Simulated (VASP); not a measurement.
# AlN (F-43m) in VASP: notebook

The runs below take AlN through single point, with PBE.

Everything below comes from runs of VASP 6.6.1. Logs are shortened: lines on timing, memory, paths and dates and some standing lists are left out, and cuts for length are marked.

**1. The cell of the first run**

The structure is cubic, space group F-43m (No. 216). The conventional cell has a = 4.403 Å, b = 4.403 Å, c = 4.403 Å, α = 90.00°, β = 90.00°, γ = 90.00°. Al (site symmetry -43m) has 4 N at 1.91 Å within 2.5 Å. Within 2.5 Å of N (site symmetry -43m) lie 4 Al at 1.91 Å.

**2. Single point, PBE**

File INCAR:

```
PREC = Accurate
ENCUT = 600
EDIFF = 1E-6
ISMEAR = 0
SIGMA = 0.02
LREAL = F
LASPH = T
NELM = 120
ALGO = Normal
ISIF = 2
LWAVE = F
LCHARG = T
GGA = PE
LELF = T
LVHAR = T
NBANDS = 16
GGA_COMPAT = F
```

File KPOINTS:

```
regular mesh
0
Gamma
  8 6 8
```

File POSCAR:

```
AlN
1.0
    3.1130547520      0.0000000000      0.0000000000
    0.0000000000      4.4025242180      0.0000000000
    0.0000000000      0.0000000000      3.1130547520
Al N
2 2
Direct
    0.0000000000      0.0000000000      0.0000058500
    0.5000000000      0.5000000000      0.5000058500
    0.5000000000      0.2500000000      0.0000058500
    0.0000000000      0.7500000000      0.5000058500
```

Potentials or basis: VASP PAW PBE potentials, release 64 (Al, N).

Started as:

```console
$ cat potpaw_PBE.64/Al/POTCAR potpaw_PBE.64/N/POTCAR > POTCAR
$ mpirun -np 1 vasp_std > vasp.out
```

OUTCAR:

```text
PREC = Accurate
   ENCUT = 600
   EDIFF = 1E-6
   ISMEAR = 0
   LREAL = F
   LASPH = T
   NELM = 120
   ISIF = 2
   GGA = PE

 ion  position               nearest neighbor table
   1  0.000  0.000  0.000-   3 1.91   4 1.91   4 1.91   3 1.91   2 3.11   2 3.11   2 3.11   2 3.11
                             2 3.11   2 3.11   2 3.11   2 3.11
   2  0.500  0.500  0.500-   3 1.91   4 1.91   3 1.91   4 1.91   1 3.11   1 3.11   1 3.11   1 3.11
                             1 3.11   1 3.11   1 3.11   1 3.11
   3  0.500  0.250  0.000-   1 1.91   2 1.91   2 1.91   1 1.91
   4  0.000  0.750  0.500-   1 1.91   2 1.91   1 1.91   2 1.91

  LATTYP: Found a simple tetragonal cell.
 ALAT       =     3.1130547520
 C/A-ratio  =     1.4142135519

  Lattice vectors:

 A1 = (  -3.1130547520,   0.0000000000,   0.0000000000)
 A2 = (   0.0000000000,   0.0000000000,   3.1130547520)
 A3 = (   0.0000000000,   4.4025242180,   0.0000000000)

Analysis of symmetry for initial positions (statically):
=====================================================================
 Subroutine PRICEL returns following result:

  LATTYP: Found a face centered cubic cell.
 ALAT       =     4.4025242343

  Lattice vectors:

 A1 = (  -1.5565273760,   2.2012621090,   1.5565273760)
 A2 = (   0.0000000000,   0.0000000000,   3.1130547520)
 A3 = (   1.5565273760,   2.2012621090,   1.5565273760)

   2 primitive cells build up your supercell.

 Routine SETGRP: Setting up the symmetry group for a
 simple tetragonal supercell.

 Subroutine GETGRP returns: Found  8 space group operations
 (whereof  4 operations were pure point group operations)
 out of a pool of 16 trial point group operations.

The static configuration has the point symmetry     .
 The point group associated with its full space group is D_2d.

Analysis of symmetry for dynamics (positions and initial velocities):
=====================================================================
 Subroutine PRICEL returns following result:

  LATTYP: Found a face centered cubic cell.
 ALAT       =     4.4025242343

  Lattice vectors:

 A1 = (  -1.5565273760,   2.2012621090,   1.5565273760)
 A2 = (   0.0000000000,   0.0000000000,   3.1130547520)
 A3 = (   1.5565273760,   2.2012621090,   1.5565273760)

   2 primitive cells build up your supercell.

 Routine SETGRP: Setting up the symmetry group for a
 simple tetragonal supercell.

 Subroutine GETGRP returns: Found  8 space group operations
 (whereof  4 operations were pure point group operations)
 out of a pool of 16 trial point group operations.

The dynamic configuration has the point symmetry D_2d.
 The point group associated with its full space group is D_2d.

 Subroutine INISYM returns: Found  8 space group operations
 (whereof  4 operations are pure point group operations),
 and found     2 'primitive' translations

----------------------------------------------------------------------------------------

                                     Primitive cell

  volume of cell :      21.3327

  direct lattice vectors                    reciprocal lattice vectors
    -1.556527376  2.201262109  1.556527376    -0.321227887  0.227142419  0.000000000
     0.000000000  0.000000000  3.113054752     0.000000000 -0.227142419  0.321227887
     1.556527376  2.201262109  1.556527376     0.321227887  0.227142419 -0.000000000

  length of vectors
     3.113054740  3.113054752  3.113054740     0.393422208  0.393422208  0.393422208

  position of ions in fractional coordinates (direct lattice)
     0.000000000  0.000005850  1.000000000
     0.750000000  0.750005850  0.750000000

  ion indices of the primitive-cell ions
   primitive index   ion index
                 1           1
                 2           3

----------------------------------------------------------------------------------------

 KPOINTS: regular mesh

Automatic generation of k-mesh.
 Grid dimensions read from file:
 generate k-points for:    8    6    8

 Generating k-lattice:

  Cartesian coordinates                     Fractional coordinates (reciprocal lattice)
     0.040153486  0.000000000  0.000000000     0.125000000  0.000000000  0.000000000
     0.000000000  0.037857070  0.000000000     0.000000000  0.166666667  0.000000000
     0.000000000  0.000000000  0.040153486     0.000000000  0.000000000  0.125000000

  Length of vectors
     0.040153486  0.037857070  0.040153486

  Shift w.r.t. Gamma in fractional coordinates (k-lattice)
     0.000000000  0.000000000  0.000000000

 Subroutine IBZKPT returns following result:
 ===========================================

 Found     60 irreducible k-points:

 Following reciprocal coordinates:
            Coordinates               Weight
  0.000000  0.000000  0.000000      1.000000
  0.125000  0.000000  0.000000      4.000000
  0.250000  0.000000  0.000000      4.000000
  0.375000  0.000000  0.000000      4.000000
  0.500000  0.000000  0.000000      2.000000
  0.000000  0.166667  0.000000      2.000000
[... 16 lines left out ...]
  0.375000  0.000000  0.125000      8.000000
  0.500000  0.000000  0.125000      4.000000
 [... further k-points ...]
   k-points           NKPTS =     60   k-points in BZ     NKDIM =     60   number of bands    NBANDS=     16
   number of dos      NEDOS =    301   number of ions     NIONS =      4
   total plane-waves  NPLWV =  28224
   dimension x,y,z NGX =    28 NGY =   36 NGZ =   28
   dimension x,y,z NGXF=    56 NGYF=   72 NGZF=   56
   ions per type =               2   2
   NGX,Y,Z   is equivalent  to a cutoff of  14.95, 13.59, 14.95 a.u.
   NGXF,Y,Z  is equivalent  to a cutoff of  29.91, 27.19, 29.91 a.u.
 SYSTEM =  unknown system
   PREC   = accura    normal or accurate (medium, high low for compatibility)
   ISTART =      0    job   : 0-new  1-cont  2-samecut
   ICHARG =      2    charge: 1-file 2-atom 10-const
   ISPIN  =      1    spin polarized calculation?
   LNONCOLLINEAR =      F non collinear calculations
   LSORBIT =      F    spin-orbit coupling
   LASPH  =      T    aspherical Exc in radial PAW
   ENCUT  =  600.0 eV  44.10 Ry    6.64 a.u.   6.22  8.79  6.22*2*pi/ulx,y,z
   NELM   =    120;   NELMIN=  2; NELMDL= -5     # of ELM steps
   EDIFF  = 0.1E-05   stopping-criterion for ELM
   LREAL  =      F    real-space projection
   EDIFFG = 0.1E-04   stopping-criterion for IOM
   NSW    =      0    number of steps for IOM
   IBRION =     -1    ionic relax: 0-MD 1-quasi-New 2-CG
   NFREE  =      0    steps in history (QN), initial steepest desc. (CG)
   ISIF   =      2    stress and relaxation
   ISYM   =      2    0-nonsym 1-usesym 2-fastsym
   POTIM  = 0.5000    time-step for ionic-motion
   TEBEG  =    0.0;   TEEND  =   0.0 temperature during run
   PSTRESS=    0.0 pullay stress
   NELECT =      16.0000    total number of electrons
   NUPDOWN=      -1.0000    fix difference up-down
   EMIN   =  10.00;   EMAX   =-10.00  energy-range for DOS
   EFERMI =   0.00;   METHOD = LEGACY
   ISMEAR =     0;   SIGMA  =   0.02  broadening in eV -4-tet -1-fermi 0-gaus
   EFERMI_NEDOS =   21; number of points for ismear=-14 and -15
   IALGO  =     38    algorithm
   IMIX   =      4    mixing-type and parameters
     AMIX     =   0.40;   BMIX     =  1.00
     AMIX_MAG =   1.60;   BMIX_MAG =  1.00
  volume/ion in A,a.u.               =      10.67        71.98
  Fermi-wavevector in a.u.,A,eV,Ry     =   1.180565  2.230943 18.962884  1.393733
  Thomas-Fermi vector in A             =   2.316855
   LORBIT       =      0    0 simple, 1 ext, 2 COOP (PROOUT), +10 PAW based schemes
   GGA     = PE    functional components
   LHFCALC =     F    Hartree Fock is set to
   AEXX    =    0.0000 exact exchange contribution
   IVDW    =     0    specifies the selected vdW correction
   LEPSILON=     F    determine dielectric tensor
   LRPA    =     F    only Hartree local field effects (RPA)
 non-spin polarized calculation
 Gauss-broadening in eV      SIGMA  =   0.02
  energy-cutoff  :      600.00
  volume of cell :       42.67
 maximum number of plane-waves:      1449
 NGX is ok and might be reduce to    28
   NGX = 13   NGY = 17   NGZ = 13

 number of electron      15.9999998 magnetization

 Free energy of the ion-electron system (eV)
  ---------------------------------------------------
  ext. energy  EPLUGINS =         0.00000000
  ---------------------------------------------------
  free energy    TOTEN  =       -29.69781151 eV

  energy without entropy =      -29.69781151  energy(sigma->0) =      -29.69781151

 E-fermi :   5.8521     XC(G=0): -10.8311

 val. band max:        5.7486431426   @ k =   0.0000   0.0000   0.0000
 cond. band min:       9.0545671000   @ k =   0.5000   0.0000   0.5000
 fundamental gap:      3.3059239574
 Fermi energy:         5.8520830226

 k-point     1 :       0.0000    0.0000    0.0000
  band No.  band energies     occupation
      1      -9.0970      2.00000
      2      -6.5047      2.00000
      3       0.9176      2.00000
      4       4.0000      2.00000
      5       4.0000      2.00000
      6       5.7486      2.00000
[... 8 lines left out ...]
     15      19.3905      0.00000
     16      21.1898      0.00000

 k-point     2 :       0.1250    0.0000    0.0000
  band No.  band energies     occupation
      1      -8.9487      2.00000
      2      -6.4938      2.00000
      3       1.0850      2.00000
      4       3.3241      2.00000
      5       4.1046      2.00000
      6       4.9656      2.00000
[... 8 lines left out ...]
     15      19.1407      0.00000
     16      20.7304      0.00000

 k-point     3 :       0.2500    0.0000    0.0000
  band No.  band energies     occupation
      1      -8.5265      2.00000
      2      -6.5225      2.00000
      3       1.5461      2.00000
      4       2.1881      2.00000
      5       3.5317      2.00000
      6       4.3962      2.00000
[... 8 lines left out ...]
     15      18.5283      0.00000
     16      19.6963      0.00000
[... 362 lines left out ...]
 k-point    23 :       0.3750    0.0000    0.1250
  band No.  band energies     occupation
      1      -7.7865      2.00000
      2      -6.6820      2.00000
      3       1.4587      2.00000
      4       2.2220      2.00000
      5       2.5174      2.00000
      6       4.2942      2.00000
[... 8 lines left out ...]
     15      18.7077      0.00000
     16      18.8177      0.00000

 k-point    24 :       0.5000    0.0000    0.1250
  band No.  band energies     occupation
      1      -7.1487      2.00000
      2      -7.1487      2.00000
      3       1.4807      2.00000
      4       1.4807      2.00000
      5       3.4017      2.00000
      6       3.4017      2.00000
[... 8 lines left out ...]
     15      18.6946      0.00000
     16      18.6946      0.00000

 [... further k-points ...]

------------------------ aborting loop because EDIFF is reached ----------------------------------------

  FORCE on cell =-STRESS in cart. coord.  units (eV):
  Direction    XX          YY          ZZ          XY          YZ          ZX
  --------------------------------------------------------------------------------------
  -------------------------------------------------------------------------------------
  Total       -0.0787868     -0.0797052     -0.0787868      0.0000000      0.0000000      0.0000000
  in kB       -2.9586157     -2.9931047     -2.9586157      0.0000000      0.0000000      0.0000000
  external PRESSURE =      -2.9701120 kB  Pullay stress =       0.0000000 kB

 VOLUME and BASIS-vectors are now :
 -----------------------------------------------------------------------------
  energy-cutoff  :      600.00
  volume of cell :       42.67
      direct lattice vectors                 reciprocal lattice vectors
     3.113054752  0.000000000  0.000000000     0.321227887  0.000000000  0.000000000
     0.000000000  4.402524218  0.000000000     0.000000000  0.227142419  0.000000000
     0.000000000  0.000000000  3.113054752     0.000000000  0.000000000  0.321227887

 POSITION                                       TOTAL-FORCE (eV/Angst)
 -----------------------------------------------------------------------------------
      0.00000      0.00000      0.00002         0.000000      0.000000      0.000000
      1.55653      2.20126      1.55655         0.000000      0.000000      0.000000
      1.55653      1.10063      0.00002        -0.000000     -0.000000     -0.000000
      0.00000      3.30189      1.55655        -0.000000     -0.000000     -0.000000
 -----------------------------------------------------------------------------------
    total drift:                                0.000000     -0.000000     -0.012378

  FREE ENERGIE OF THE ION-ELECTRON SYSTEM (eV)
  ---------------------------------------------------
  free  energy   TOTEN  =       -29.6978115068 eV

  energy  without entropy=      -29.6978115068  energy(sigma->0) =      -29.69781151
```

Wall time 34 s (1 thread of Intel Xeon Platinum 8375C at 2.90GHz (Ice Lake), shared host); peak memory 0.19 GiB.

What came out:

```yaml
Free_energy: -29.6978 eV
Pressure: -0.3 GPa
Band_gap_on_the_k_mesh: 3.31 eV
```

A k mesh can miss the band edges.

(Part 1 of 2 ends here.)
